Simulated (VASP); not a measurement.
# Al4CoNi3 (P4/mmm) in VASP: further runs

The runs below take Al4CoNi3 through single point, with PBE.

Everything below comes from runs of VASP 6.6.1. Logs are shortened: lines on timing, memory, paths and dates and some standing lists are left out, and cuts for length are marked.

**1. The cell of the first run**

Symmetry: P4/mmm, No. 123, tetragonal system. The conventional cell has a = 5.806 Å, b = 5.806 Å, c = 2.850 Å, α = 90.00°, β = 90.00°, γ = 90.00°. Al (site symmetry m2m) has 2 Co at 2.49 Å and 6 Ni at 2.50 to 2.51 Å and 6 Al at 2.85 to 2.92 Å within 3.3 Å. Within 3.3 Å of Co (site symmetry 4/mmm) lie 8 Al at 2.49 Å and 2 Co at 2.85 Å and 4 Ni at 2.90 Å. Within 3.3 Å of Ni (site symmetry 4/mmm) lie 8 Al at 2.51 Å and 6 Ni at 2.85 to 2.90 Å. Ni (site symmetry mmm) has 8 Al at 2.50 Å and 4 Ni at 2.85 to 2.90 Å and 2 Co at 2.90 Å within 3.3 Å.

**2. Single point, PBE, collinear spin, ferromagnetic start**

File INCAR:

```
PREC = Accurate ; ENCUT = 520
EDIFF = 1E-6 ; ISMEAR = 0
SIGMA = 0.1 ; LREAL = F
LASPH = T ; NELM = 150
ALGO = Normal ; ISIF = 2
LWAVE = F ; LCHARG = F
ISPIN = 2 ; MAGMOM = 0 0 0 0 3 2 2 2
LORBIT = 11 ; LMAXMIX = 4
GGA = PE ; NBANDS = 40
```

File KPOINTS:

```
regular mesh
0
Gamma
  4 4 6
```

File POSCAR:

```
Al4CoNi3
1.0
    5.8059343408      0.0000000000      0.0000000000
    0.0000000000      5.8059343408      0.0000000000
    0.0000000000      0.0000000000      2.8501822115
Al Co Ni
4 1 3
Direct
    0.7482424815      0.7482424815      0.0000000000
    0.7482424815      0.2517575185      0.0000000000
    0.2517575185      0.7482424815      0.0000000000
    0.2517575185      0.2517575185      0.0000000000
    0.5000000000      0.5000000000      0.5000000000
    0.0000000000      0.0000000000      0.5000000000
    0.0000000000      0.5000000000      0.5000000000
    0.5000000000      0.0000000000      0.5000000000
```

Potentials or basis: VASP PAW PBE potentials, release 64 (Al, Co, Ni).

Launch:

```console
$ cat potpaw_PBE.64/Al/POTCAR potpaw_PBE.64/Co/POTCAR potpaw_PBE.64/Ni/POTCAR > POTCAR
$ mpirun -np 1 vasp_std > vasp.out
```

OUTCAR:

```text
PREC = Accurate
   ENCUT = 520
   EDIFF = 1E-6
   ISMEAR = 0
   LREAL = F
   LASPH = T
   NELM = 150
   ISIF = 2
   ISPIN = 2
   LORBIT = 11
   GGA = PE

 ion  position               nearest neighbor table
   1  0.748  0.748  0.000-   5 2.49   5 2.49   8 2.50   7 2.50   7 2.50   8 2.50   6 2.51   6 2.51
                             2 2.88   3 2.88   3 2.92   2 2.92
   2  0.748  0.252  0.000-   5 2.49   5 2.49   8 2.50   7 2.50   7 2.50   8 2.50   6 2.51   6 2.51
                             1 2.88   4 2.88   4 2.92   1 2.92
   3  0.252  0.748  0.000-   5 2.49   5 2.49   8 2.50   7 2.50   7 2.50   8 2.50   6 2.51   6 2.51
                             1 2.88   4 2.88   4 2.92   1 2.92
   4  0.252  0.252  0.000-   5 2.49   5 2.49   8 2.50   7 2.50   7 2.50   8 2.50   6 2.51   6 2.51
                             2 2.88   3 2.88   3 2.92   2 2.92
   5  0.500  0.500  0.500-   1 2.49   2 2.49   3 2.49   4 2.49   1 2.49   2 2.49   3 2.49   4 2.49
                             7 2.90   8 2.90   8 2.90   7 2.90
   6  0.000  0.000  0.500-   1 2.51   2 2.51   3 2.51   4 2.51   1 2.51   2 2.51   3 2.51   4 2.51
                             7 2.90   8 2.90   7 2.90   8 2.90
   7  0.000  0.500  0.500-   1 2.50   2 2.50   3 2.50   4 2.50   1 2.50   2 2.50   3 2.50   4 2.50
                             5 2.90   6 2.90   6 2.90   5 2.90
   8  0.500  0.000  0.500-   1 2.50   2 2.50   3 2.50   4 2.50   1 2.50   2 2.50   3 2.50   4 2.50
                             5 2.90   6 2.90   5 2.90   6 2.90

  LATTYP: Found a simple tetragonal cell.
 ALAT       =     5.8059343408
 C/A-ratio  =     0.4909084472

  Lattice vectors:

 A1 = (   5.8059343408,   0.0000000000,   0.0000000000)
 A2 = (   0.0000000000,   5.8059343408,   0.0000000000)
 A3 = (   0.0000000000,   0.0000000000,   2.8501822115)

Analysis of symmetry for initial positions (statically):
=====================================================================
 Subroutine PRICEL returns:
 Original cell was already a primitive cell.

 Routine SETGRP: Setting up the symmetry group for a
 simple tetragonal supercell.

 Subroutine GETGRP returns: Found 16 space group operations
 (whereof 16 operations were pure point group operations)
 out of a pool of 16 trial point group operations.

The static configuration has the point symmetry D_4h.

Analysis of symmetry for dynamics (positions and initial velocities):
=====================================================================
 Subroutine PRICEL returns:
 Original cell was already a primitive cell.

 Routine SETGRP: Setting up the symmetry group for a
 simple tetragonal supercell.

 Subroutine GETGRP returns: Found 16 space group operations
[... 172 lines left out ...]
  ---------------------------------------------------
  free energy    TOTEN  =       -43.50783321 eV

  energy without entropy =      -43.48633837  energy(sigma->0) =      -43.49708579

 E-fermi :  10.0292     XC(G=0): -12.0418

 val. band max:       10.0108996196   @ k =   0.5000   0.0000   0.1667
 cond. band min:      10.0347427974   @ k =   0.2500   0.2500   0.5000
 fundamental gap:      0.0238431778
 Fermi energy:        10.0291855715

 spin component 1

 k-point     1 :       0.0000    0.0000    0.0000
  band No.  band energies     occupation
      1      -1.0392      1.00000
      2       3.0852      1.00000
      3       3.0852      1.00000
      4       3.2135      1.00000
      5       3.3595      1.00000
      6       4.6716      1.00000
[... 949 lines left out ...]
     36      15.5013      0.00000
     37      16.0036      0.00000
 Fermi energy:        10.0291855715

 spin component 2

 k-point     1 :       0.0000    0.0000    0.0000
  band No.  band energies     occupation
      1      -1.0376      1.00000
      2       3.0814      1.00000
      3       3.0814      1.00000
      4       3.2464      1.00000
      5       3.3761      1.00000
      6       4.7038      1.00000
[... 949 lines left out ...]
     36      15.5888      0.00000
     37      16.0164      0.00000
 [bands above 37 left out]

------------------------ aborting loop because EDIFF is reached ----------------------------------------

  FORCE on cell =-STRESS in cart. coord.  units (eV):
  Direction    XX          YY          ZZ          XY          YZ          ZX
  --------------------------------------------------------------------------------------
  -------------------------------------------------------------------------------------
  Total        0.1500984      0.1500984     -0.0228766      0.0000000     -0.0000000      0.0000000
  in kB        2.5030517      2.5030517     -0.3814923      0.0000000     -0.0000000      0.0000000
  external PRESSURE =       1.5415370 kB  Pullay stress =       0.0000000 kB

 VOLUME and BASIS-vectors are now :
 -----------------------------------------------------------------------------
  energy-cutoff  :      520.00
  volume of cell :       96.08
      direct lattice vectors                 reciprocal lattice vectors
     5.805934341  0.000000000  0.000000000     0.172237566  0.000000000  0.000000000
     0.000000000  5.805934341  0.000000000     0.000000000  0.172237566  0.000000000
     0.000000000  0.000000000  2.850182211     0.000000000  0.000000000  0.350854761

 POSITION                                       TOTAL-FORCE (eV/Angst)
 -----------------------------------------------------------------------------------
      4.34425      4.34425      0.00000        -0.006365     -0.006365     -0.000000
      4.34425      1.46169      0.00000        -0.006365      0.006365     -0.000000
      1.46169      4.34425      0.00000         0.006365     -0.006365      0.000000
      1.46169      1.46169      0.00000         0.006365      0.006365     -0.000000
      2.90297      2.90297      1.42509         0.000000      0.000000     -0.000000
      0.00000      0.00000      1.42509         0.000000      0.000000     -0.000000
      0.00000      2.90297      1.42509         0.000000      0.000000     -0.000000
      2.90297      0.00000      1.42509         0.000000      0.000000     -0.000000
 -----------------------------------------------------------------------------------
    total drift:                                0.000000      0.000000     -0.000000

  FREE ENERGIE OF THE ION-ELECTRON SYSTEM (eV)
  ---------------------------------------------------
  free  energy   TOTEN  =       -43.5078332058 eV

  energy  without entropy=      -43.4863383674  energy(sigma->0) =      -43.49708579

 total charge

# of ion       s       p       d       tot
------------------------------------------
    1        0.385   0.413   0.000   0.798
    2        0.385   0.413   0.000   0.798
    3        0.385   0.413   0.000   0.798
    4        0.385   0.413   0.000   0.798
    5        0.434   0.485   7.491   8.409
    6        0.469   0.501   8.465   9.435
    7        0.473   0.514   8.465   9.452
    8        0.473   0.514   8.465   9.452
--------------------------------------------------
tot          3.392   3.664  32.885  39.940

 magnetization (x)

# of ion       s       p       d       tot
------------------------------------------
    1       -0.001   0.000   0.000  -0.000
    2       -0.001   0.000   0.000  -0.000
    3       -0.001   0.000   0.000  -0.000
    4       -0.001   0.000   0.000  -0.000
    5        0.006  -0.001   0.558   0.563
    6        0.002   0.003   0.025   0.030
    7        0.004  -0.000   0.059   0.062
    8        0.004  -0.000   0.059   0.062
--------------------------------------------------
tot          0.013   0.003   0.700   0.716
```

stdout:

```text
POSCAR found type information on POSCAR AlCoNi
 POSCAR found :  3 types and       8 ions
 scaLAPACK will be used
 LDA part: xc-table for (Slater+PW92), standard interpolation
 POSCAR, INCAR and KPOINTS ok, starting setup
 FFT: planning ... GRIDC
 FFT: planning ... GRID_SOFT
 FFT: planning ... GRID
 WAVECAR not read
 entering main loop
```

Wall time 3.6 min (1 thread of Intel Xeon Platinum 8259CL at 2.50GHz (Skylake/Cascade Lake), shared host); peak memory 0.35 GiB.

What came out:

```
Free energy                                           : -43.5078 eV
Pressure                                              : 0.2 GPa
Largest force                                         : 0.009 eV/Å
Net moment                                            : 0.69 μB per cell
Site moments                                          : Al -0.00; Co +0.56; Ni +0.03, +0.06 μB
Valence electrons inside the program's atomic spheres : Al 0.80; Co 8.41; Ni 9.44, 9.45
```

Forces on the atoms (eV/Å):
```
Al  -0.006 -0.006  0.000
Al  -0.006  0.006  0.000
Al   0.006 -0.006  0.000
Al   0.006  0.006  0.000
Co   0.000  0.000  0.000
Ni   0.000  0.000  0.000
Ni   0.000  0.000  0.000
Ni   0.000  0.000  0.000
```

Levels at points of the mesh, in eV from the Fermi level:
Spin up:
| k point | band 22 | band 23 | band 24 | band 25 | band 26 | band 27 | band 28 | band 29 | band 30 | band 31 |
| --- | --- | --- | --- | --- | --- | --- | --- | --- | --- | --- |
| (0.00, 0.00, 0.00) | -1.44 | -1.13 | -1.13 | -1.05 | -0.72 | -0.59 | 1.46 | 2.48 | 5.31 | 5.31 |
| (0.50, 0.00, 0.00) | -1.54 | -1.30 | -1.13 | -0.79 | -0.63 | 0.72 | 0.83 | 4.56 | 4.75 | 4.81 |
| (0.50, 0.50, 0.00) | -1.83 | -1.30 | -1.30 | 0.93 | 0.95 | 0.95 | 1.14 | 2.44 | 2.44 | 2.65 |
| (0.00, 0.00, 0.50) | -1.08 | -1.05 | -0.97 | -0.92 | -0.43 | 1.58 | 1.71 | 2.06 | 2.06 | 2.09 |
| (0.50, 0.00, 0.50) | -0.97 | -0.69 | -0.40 | -0.34 | -0.28 | -0.21 | -0.19 | 1.67 | 1.87 | 2.70 |
| (0.50, 0.50, 0.50) | -1.23 | -1.06 | -1.06 | -0.60 | -0.60 | -0.47 | -0.12 | 5.24 | 5.31 | 5.32 |
Spin down:
| k point | band 22 | band 23 | band 24 | band 25 | band 26 | band 27 | band 28 | band 29 |
| --- | --- | --- | --- | --- | --- | --- | --- | --- |
| (0.00, 0.00, 0.00) | -1.26 | -0.92 | -0.82 | -0.82 | -0.51 | 0.04 | 1.63 | 2.57 |
| (0.50, 0.00, 0.00) | -1.46 | -0.96 | -0.83 | -0.72 | -0.10 | 0.76 | 1.15 | 4.56 |
| (0.50, 0.50, 0.00) | -1.80 | -0.96 | -0.96 | 0.97 | 1.00 | 1.00 | 1.64 | 2.46 |
| (0.00, 0.00, 0.50) | -1.01 | -1.00 | -0.73 | -0.48 | 0.20 | 1.81 | 1.89 | 2.06 |
| (0.50, 0.00, 0.50) | -0.67 | -0.64 | -0.33 | -0.27 | -0.09 | -0.08 | 0.33 | 1.70 |
| (0.50, 0.50, 0.50) | -1.23 | -0.91 | -0.91 | -0.52 | -0.52 | -0.39 | 0.65 | 5.24 |

Caveat: the k points lie up to 0.37 Å⁻¹ apart.

**3. Single point, PBE, collinear spin, ferromagnetic start**

This run uses another cell than the first one, of 12.89 Å³/atom, 1.073 times its volume.

File INCAR:

```
SYSTEM = Al4CoNi3
PREC = Accurate
ENCUT = 520
EDIFF = 1E-6
ISMEAR = 0
SIGMA = 0.1
LREAL = .False.
LASPH = .True.
NELM = 150
ALGO = Fast
ISIF = 2
LWAVE = .False.
LCHARG = .False.
ISPIN = 2
MAGMOM = 0 0 0 0 3 2 2 2
LORBIT = 11
LMAXMIX = 4
GGA = PE
NBANDS = 40
```

File KPOINTS:

```
Automatic mesh
0
Gamma
  4 4 6
  0 0 0
```

File POSCAR:

```
Al4CoNi3
1.0
    5.9076202700      0.0000000000      0.0000000000
    0.0000000000      5.9076202700      0.0000000000
    0.0000000000      0.0000000000      2.9538101400
Al Co Ni
4 1 3
Direct
    0.7500000000      0.7500000000      0.0000000000
    0.7500000000      0.2500000000      0.0000000000
    0.2500000000      0.7500000000      0.0000000000
    0.2500000000      0.2500000000      0.0000000000
    0.5000000000      0.5000000000      0.5000000000
    0.0000000000      0.0000000000      0.5000000000
    0.0000000000      0.5000000000      0.5000000000
    0.5000000000      0.0000000000      0.5000000000
```

Potentials or basis: VASP PAW PBE potentials, release 64 (Al, Co, Ni).

Launch:

```console
$ cat potpaw_PBE.64/Al/POTCAR potpaw_PBE.64/Co/POTCAR potpaw_PBE.64/Ni/POTCAR > POTCAR
$ mpirun -np 1 vasp_std > vasp.out
```

It took 4.2 min on 1 thread of Intel Xeon Platinum 8259CL at 2.50GHz (Skylake/Cascade Lake), shared host; peak memory 0.36 GiB.

The run converged. Its results:

```
Free energy                                           : -43.2759 eV
Pressure                                              : -9.6 GPa
Largest force                                         : 0.172 eV/Å
Net moment                                            : 0.95 μB per cell
Site moments                                          : Al +0.00; Co +0.74; Ni +0.06, +0.09 μB
Valence electrons inside the program's atomic spheres : Al 0.76; Co 8.26; Ni 9.34
```

Forces on the atoms (eV/Å):
```
Al  -0.121 -0.121  0.000
Al  -0.121  0.121  0.000
Al   0.121 -0.121  0.000
Al   0.121  0.121  0.000
Co   0.000  0.000  0.000
Ni   0.000  0.000  0.000
Ni   0.000  0.000  0.000
Ni   0.000  0.000  0.000
```

Stress tensor (GPa, compression positive):
```
-9.36  0.00  0.00
 0.00 -9.36  0.00
 0.00  0.00 -9.98
```

Levels at points of the mesh, in eV from the Fermi level:
Spin up:
```csv
k point,band 24,band 25,band 26,band 27,band 28,band 29
"(0.00, 0.00, 0.00)",-1.11,-1.00,-0.68,-0.63,1.42,2.22
"(0.50, 0.00, 0.00)",-1.12,-0.73,-0.66,0.70,0.78,4.43
"(0.50, 0.50, 0.00)",-1.30,0.92,0.96,0.96,1.09,2.34
"(0.00, 0.00, 0.50)",-0.98,-0.94,-0.60,1.36,1.47,2.12
"(0.50, 0.00, 0.50)",-0.57,-0.22,-0.21,-0.20,-0.18,1.51
"(0.50, 0.50, 0.50)",-1.00,-0.65,-0.65,-0.56,-0.34,4.94
```
Spin down:
```tsv
k point	band 21	band 22	band 23	band 24	band 25	band 26	band 27	band 28	band 29	band 30
(0.00, 0.00, 0.00)	-1.38	-1.09	-0.80	-0.71	-0.71	-0.39	0.18	1.65	2.35	5.23
(0.50, 0.00, 0.00)	-1.38	-1.24	-0.85	-0.71	-0.63	0.04	0.77	1.18	4.43	4.66
(0.50, 0.50, 0.00)	-1.63	-1.52	-0.85	-0.85	0.97	1.03	1.03	1.69	2.38	2.38
(0.00, 0.00, 0.50)	-0.95	-0.92	-0.91	-0.70	-0.37	0.27	1.67	1.70	2.12	2.12
(0.50, 0.00, 0.50)	-0.92	-0.64	-0.60	-0.21	-0.21	-0.06	0.00	0.40	1.56	2.01
(0.50, 0.50, 0.50)	-1.10	-1.02	-0.79	-0.79	-0.53	-0.53	-0.43	0.67	4.98	4.99
```
